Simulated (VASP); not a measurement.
# LaSb (Fm-3m) in VASP: further runs

The runs below take LaSb through single point, relaxation of cell and atoms, with LDA.

All numbers are computed with VASP 6.6.1; they aren't measurements. Logs are shortened: lines on timing, memory, paths and dates and some standing lists are left out, and cuts for length are marked.

## Step 1: The cell of the first run

Symmetry: Fm-3m, No. 225, cubic system. The conventional cell has a = 6.402 Å, b = 6.402 Å, c = 6.402 Å, α = 90.00°, β = 90.00°, γ = 90.00°. La (site symmetry m-3m) has 6 Sb at 3.20 Å within 4.2 Å. Sb (site symmetry m-3m) has 6 La at 3.20 Å within 4.2 Å.

## Step 2: Single point, LDA

Input file INCAR:

```
SYSTEM = LaSb
ALGO     = Normal         ! electronic algorithm
EDIFF    = 1E-6           ! SCF threshold, eV
ENCUT    = 520            ! plane-wave cutoff, eV
ISIF     = 2              ! what is computed and relaxed
ISMEAR   = 0              ! smearing method
LASPH    = .True.         ! aspherical terms in the spheres
LCHARG   = .False.        ! write CHGCAR
LREAL    = .False.        ! projectors in reciprocal space
LWAVE    = .False.        ! write WAVECAR
NBANDS   = 15             ! bands
NELM     = 100            ! most SCF steps
PREC     = Accurate       ! precision mode
SIGMA    = 0.1            ! smearing width, eV
```

Input file KPOINTS:

```
k-points
0
Gamma
  12 12 12
  0 0 0
```

Input file POSCAR:

```
LaSb
1.0
    0.0000000000      3.2007500089      3.2007500089
    3.2007500089      0.0000000000      3.2007500089
    3.2007500089      3.2007500089      0.0000000000
La Sb
1 1
Direct
    0.0000000000      0.0000000000      0.0000000000
    0.5000000000      0.5000000000      0.5000000000
```

Potentials or basis: VASP PAW LDA potentials, release 64 (La, Sb).

Command:

```bash
$ cat potpaw_LDA.64/La/POTCAR potpaw_LDA.64/Sb/POTCAR > POTCAR
$ mpirun -np 1 vasp_std > vasp.out
```

OUTCAR:

```text
SYSTEM = LaSb
   EDIFF = 1E-6
   ENCUT = 520
   ISIF = 2
   ISMEAR = 0
   LASPH = .True.
   LREAL = .False.
   NELM = 100
   PREC = Accurate

 ion  position               nearest neighbor table
   1  0.000  0.000  0.000-   2 3.20   2 3.20   2 3.20   2 3.20   2 3.20   2 3.20
   2  0.500  0.500  0.500-   1 3.20   1 3.20   1 3.20   1 3.20   1 3.20   1 3.20

  LATTYP: Found a face centered cubic cell.
 ALAT       =     6.4015000178

  Lattice vectors:

 A1 = (   0.0000000000,   3.2007500089,   3.2007500089)
 A2 = (   3.2007500089,   0.0000000000,   3.2007500089)
 A3 = (   3.2007500089,   3.2007500089,   0.0000000000)

Analysis of symmetry for initial positions (statically):
=====================================================================
 Subroutine PRICEL returns:
 Original cell was already a primitive cell.

 Routine SETGRP: Setting up the symmetry group for a
 face centered cubic supercell.

 Subroutine GETGRP returns: Found 48 space group operations
 (whereof 48 operations were pure point group operations)
 out of a pool of 48 trial point group operations.

The static configuration has the point symmetry O_h .

Analysis of symmetry for dynamics (positions and initial velocities):
=====================================================================
 Subroutine PRICEL returns:
 Original cell was already a primitive cell.

 Routine SETGRP: Setting up the symmetry group for a
 face centered cubic supercell.

 Subroutine GETGRP returns: Found 48 space group operations
 (whereof 48 operations were pure point group operations)
 out of a pool of 48 trial point group operations.

The dynamic configuration has the point symmetry O_h .

 Subroutine INISYM returns: Found 48 space group operations
 (whereof 48 operations are pure point group operations),
 and found     1 'primitive' translations

----------------------------------------------------------------------------------------

                                     Primitive cell

  volume of cell :      65.5821

  direct lattice vectors                    reciprocal lattice vectors
     0.000000000  3.200750009  3.200750009    -0.156213387  0.156213387  0.156213387
     3.200750009  0.000000000  3.200750009     0.156213387 -0.156213387  0.156213387
     3.200750009  3.200750009  0.000000000     0.156213387  0.156213387 -0.156213387

  length of vectors
     4.526544072  4.526544072  4.526544072     0.270569523  0.270569523  0.270569523

  position of ions in fractional coordinates (direct lattice)
     0.000000000  0.000000000  0.000000000
     0.500000000  0.500000000  0.500000000

  ion indices of the primitive-cell ions
   primitive index   ion index
                 1           1
                 2           2

----------------------------------------------------------------------------------------

 KPOINTS: k-points

Automatic generation of k-mesh.
 Grid dimensions read from file:
 generate k-points for:   12   12   12

 Generating k-lattice:

  Cartesian coordinates                     Fractional coordinates (reciprocal lattice)
    -0.013017782  0.013017782  0.013017782     0.083333333  0.000000000  0.000000000
     0.013017782 -0.013017782  0.013017782     0.000000000  0.083333333  0.000000000
     0.013017782  0.013017782 -0.013017782     0.000000000  0.000000000  0.083333333

  Length of vectors
     0.022547460  0.022547460  0.022547460

  Shift w.r.t. Gamma in fractional coordinates (k-lattice)
     0.000000000  0.000000000  0.000000000

 Subroutine IBZKPT returns following result:
 ===========================================

 Found     72 irreducible k-points:

 Following reciprocal coordinates:
            Coordinates               Weight
  0.000000  0.000000  0.000000      1.000000
  0.083333  0.000000  0.000000      8.000000
  0.166667  0.000000  0.000000      8.000000
  0.250000  0.000000  0.000000      8.000000
  0.333333  0.000000  0.000000      8.000000
  0.416667  0.000000  0.000000      8.000000
[... 16 lines left out ...]
  0.500000  0.166667  0.000000     24.000000
 -0.416667  0.166667  0.000000     24.000000
 [... further k-points ...]
   k-points           NKPTS =     72   k-points in BZ     NKDIM =     72   number of bands    NBANDS=     15
   number of dos      NEDOS =    301   number of ions     NIONS =      2
   total plane-waves  NPLWV =  46656
   dimension x,y,z NGX =    36 NGY =   36 NGZ =   36
   dimension x,y,z NGXF=    72 NGYF=   72 NGZF=   72
   ions per type =               1   1
   NGX,Y,Z   is equivalent  to a cutoff of  13.22, 13.22, 13.22 a.u.
   NGXF,Y,Z  is equivalent  to a cutoff of  26.44, 26.44, 26.44 a.u.
 SYSTEM =  LaSb
   PREC   = accura    normal or accurate (medium, high low for compatibility)
   ISTART =      0    job   : 0-new  1-cont  2-samecut
   ICHARG =      2    charge: 1-file 2-atom 10-const
   ISPIN  =      1    spin polarized calculation?
   LNONCOLLINEAR =      F non collinear calculations
   LSORBIT =      F    spin-orbit coupling
   LASPH  =      T    aspherical Exc in radial PAW
   ENCUT  =  520.0 eV  38.22 Ry    6.18 a.u.   8.42  8.42  8.42*2*pi/ulx,y,z
   NELM   =    100;   NELMIN=  2; NELMDL= -5     # of ELM steps
   EDIFF  = 0.1E-05   stopping-criterion for ELM
   LREAL  =      F    real-space projection
   EDIFFG = 0.1E-04   stopping-criterion for IOM
   NSW    =      0    number of steps for IOM
   IBRION =     -1    ionic relax: 0-MD 1-quasi-New 2-CG
   NFREE  =      0    steps in history (QN), initial steepest desc. (CG)
   ISIF   =      2    stress and relaxation
   ISYM   =      2    0-nonsym 1-usesym 2-fastsym
   POTIM  = 0.5000    time-step for ionic-motion
   TEBEG  =    0.0;   TEEND  =   0.0 temperature during run
   PSTRESS=    0.0 pullay stress
   NELECT =      16.0000    total number of electrons
   NUPDOWN=      -1.0000    fix difference up-down
   EMIN   =  10.00;   EMAX   =-10.00  energy-range for DOS
   EFERMI =   0.00;   METHOD = LEGACY
   ISMEAR =     0;   SIGMA  =   0.10  broadening in eV -4-tet -1-fermi 0-gaus
   EFERMI_NEDOS =   21; number of points for ismear=-14 and -15
   IALGO  =     38    algorithm
   IMIX   =      4    mixing-type and parameters
     AMIX     =   0.40;   BMIX     =  1.00
     AMIX_MAG =   1.60;   BMIX_MAG =  1.00
  volume/ion in A,a.u.               =      32.79       221.28
  Fermi-wavevector in a.u.,A,eV,Ry     =   1.022947  1.933089 14.237412  1.046420
  Thomas-Fermi vector in A             =   2.156654
   LORBIT       =      0    0 simple, 1 ext, 2 COOP (PROOUT), +10 PAW based schemes
   GGA     = CA    functional components
   LHFCALC =     F    Hartree Fock is set to
   AEXX    =    0.0000 exact exchange contribution
   IVDW    =     0    specifies the selected vdW correction
   LEPSILON=     F    determine dielectric tensor
   LRPA    =     F    only Hartree local field effects (RPA)
 non-spin polarized calculation
 Gauss-broadening in eV      SIGMA  =   0.10
  energy-cutoff  :      520.00
  volume of cell :       65.58
 maximum number of plane-waves:      1807
 NGX is ok and might be reduce to    36
   NGX = 17   NGY = 17   NGZ = 17

 number of electron      16.0000000 magnetization

 Free energy of the ion-electron system (eV)
  ---------------------------------------------------
  ext. energy  EPLUGINS =         0.00000000
  ---------------------------------------------------
  free energy    TOTEN  =       -12.91111976 eV

  energy without entropy =      -12.90999327  energy(sigma->0) =      -12.91055651

 E-fermi :   6.9312     XC(G=0):  -9.7804

 val. band max:        6.8831484235   @ k =   0.0833   0.0000   0.0000
 cond. band min:       6.9705495472   @ k =   0.0833   0.0833   0.0000
 fundamental gap:      0.0874011238
 Fermi energy:         6.9311728481

 k-point     1 :       0.0000    0.0000    0.0000
  band No.  band energies     occupation
      1     -25.3307      2.00000
      2      -8.9981      2.00000
      3      -8.9981      2.00000
      4      -8.9981      2.00000
      5      -2.1385      2.00000
      6       7.1414      0.00295
      7       7.1414      0.00295
      8       7.1414      0.00295
      9       8.1741      0.00000
     10       8.1741      0.00000
     11       8.1741      0.00000
     12       8.8510      0.00000
     13       8.9749      0.00000
     14       8.9750      0.00000
     15       9.2662      0.00000

 k-point     2 :       0.0833    0.0000    0.0000
  band No.  band energies     occupation
      1     -25.3291      2.00000
      2      -9.0289      2.00000
      3      -8.9991      2.00000
      4      -8.9991      2.00000
      5      -2.0545      2.00000
      6       6.7289      1.99577
      7       6.8831      1.50297
      8       6.8831      1.50297
      9       8.2120      0.00000
     10       8.2647      0.00000
     11       8.2647      0.00000
     12       8.9352      0.00000
     13       9.0458      0.00000
     14       9.0458      0.00000
     15       9.2679      0.00000

 k-point     3 :       0.1667    0.0000    0.0000
  band No.  band energies     occupation
      1     -25.3248      2.00000
      2      -9.1106      2.00000
      3      -9.0017      2.00000
      4      -9.0017      2.00000
      5      -1.8193      2.00000
      6       5.9089      2.00000
      7       6.3851      2.00000
      8       6.3851      2.00000
      9       8.2445      0.00000
     10       8.4673      0.00000
     11       8.4673      0.00000
     12       9.0708      0.00000
     13       9.1165      0.00000
     14       9.1165      0.00000
     15       9.2693      0.00000
[... 343 lines left out ...]
 k-point    23 :       0.5000    0.1667    0.0000
  band No.  band energies     occupation
      1     -25.3049      2.00000
      2      -9.3610      2.00000
      3      -9.0685      2.00000
      4      -9.0387      2.00000
      5      -0.9203      2.00000
      6       4.0698      2.00000
      7       5.3405      2.00000
      8       5.5144      2.00000
      9       8.4603      0.00000
     10       8.9473      0.00000
     11       8.9906      0.00000
     12       9.1463      0.00000
     13       9.1545      0.00000
     14       9.2278      0.00000
     15       9.2693      0.00000

 k-point    24 :      -0.4167    0.1667    0.0000
  band No.  band energies     occupation
      1     -25.3045      2.00000
      2      -9.3667      2.00000
      3      -9.0829      2.00000
      4      -9.0268      2.00000
      5      -0.8642      2.00000
      6       3.9724      2.00000
      7       5.3610      2.00000
      8       5.3885      2.00000
      9       8.7127      0.00000
     10       8.8935      0.00000
     11       8.9490      0.00000
     12       9.1389      0.00000
     13       9.1688      0.00000
     14       9.2298      0.00000
     15       9.2611      0.00000

 [... further k-points ...]
[... 5 lines left out ...]
  --------------------------------------------------------------------------------------
  -------------------------------------------------------------------------------------
  Total        0.0168589      0.0168589      0.0168589      0.0000000      0.0000000      0.0000000
  in kB        0.4118658      0.4118658      0.4118658      0.0000000      0.0000000      0.0000000
  external PRESSURE =       0.4118658 kB  Pullay stress =       0.0000000 kB

 VOLUME and BASIS-vectors are now :
 -----------------------------------------------------------------------------
  energy-cutoff  :      520.00
  volume of cell :       65.58
      direct lattice vectors                 reciprocal lattice vectors
     0.000000000  3.200750009  3.200750009    -0.156213387  0.156213387  0.156213387
     3.200750009  0.000000000  3.200750009     0.156213387 -0.156213387  0.156213387
     3.200750009  3.200750009  0.000000000     0.156213387  0.156213387 -0.156213387

 POSITION                                       TOTAL-FORCE (eV/Angst)
 -----------------------------------------------------------------------------------
      0.00000      0.00000      0.00000        -0.000000     -0.000000     -0.000000
      3.20075      3.20075      3.20075         0.000000      0.000000      0.000000
 -----------------------------------------------------------------------------------
    total drift:                                0.000000      0.000000      0.000000

  FREE ENERGIE OF THE ION-ELECTRON SYSTEM (eV)
  ---------------------------------------------------
  free  energy   TOTEN  =       -12.9111197567 eV

  energy  without entropy=      -12.9099932658  energy(sigma->0) =      -12.91055651
```

It took 29 s on 1 thread of Intel Xeon 6975P-C (Granite Rapids), shared host; peak memory 0.24 GiB.

What came out:

* Free energy: -12.9111 eV
* Pressure: 0.0 GPa
* Band gap on the k mesh: zero (band 8 reaches 7.14 eV, above the bottom of band 9 at 6.66 eV)

Levels at points of the mesh, in eV from the Fermi level:
| k point | band 4 | band 5 | band 6 | band 7 | band 8 | band 9 | band 10 | band 11 | band 12 | band 13 |
| --- | --- | --- | --- | --- | --- | --- | --- | --- | --- | --- |
| (0.00, 0.00, 0.00) | -15.93 | -9.07 | 0.21 | 0.21 | 0.21 | 1.24 | 1.24 | 1.24 | 1.92 | 2.04 |
| (0.50, 0.00, 0.00) | -15.94 | -7.61 | -3.34 | -1.71 | -1.71 | 1.80 | 2.04 | 2.04 | 2.25 | 2.25 |
| (0.50, 0.50, 0.00) | -16.05 | -8.49 | -1.44 | -0.36 | -0.24 | -0.24 | 2.11 | 2.14 | 2.19 | 2.19 |

Caveat: spin-orbit coupling is left out, which moves the levels of the heavy elements.

(Continued in part 2 of 2.)
